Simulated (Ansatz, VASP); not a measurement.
# Two plane-wave programs on Ir

```
Ir
1.0
     0.00000   -1.90541   -1.90541
     0.00000    1.90541   -1.90541
     3.81081    0.00000    0.00000
Ir
2
Cartesian
  1.8840 -0.0576 -1.9054
  0.0214 0.0576 0.0000
```

Change from the starting cell: mode 4 frozen in at -0.058 Å and mode 6 at -0.021 Å (largest displacements).

Alike in both runs: task single point; functional LDA; k mesh 16 × 16 × 12; occupations gaussian, width 0.15 eV; no spin polarisation.

```csv
,VASP,Ansatz
version,VASP 6.6.1,Ansatz 0.2.0
potentials or method,"VASP PAW LDA potentials, release 64 (Ir), cutoff 520 eV","scalar-relativistic, plane waves, PAW"
valence electrons in the cell,18,34
```

|  | VASP | Ansatz | Ansatz less VASP |
| --- | --- | --- | --- |
| gap on the k mesh at the Fermi level (eV) | none | none | - |
| pressure (GPa) | 4.6 | 1.9 | -2.64 |
| traceless stress, the component that is largest in VASP (GPa) | -2.11 | -2.10 | +0.003 |
| rms of the force components (eV/Å) | 0.664 | 0.646 | -0.0175 |

Ansatz warns that its potentials were made for another functional, while VASP's fit it. LDA's correlation is that of Perdew and Zunger in VASP and of Perdew and Wang (1992) in Ansatz. Atom by atom the forces differ by 0.018 eV/Å (rms over components). A gap of «none» marks a metal or a gap that the smearing closes. VASP's potentials hold 18 valence electrons a cell and Ansatz's 34, so a difference there can come from the potentials and not from the codes.

Spin-orbit coupling is off throughout.
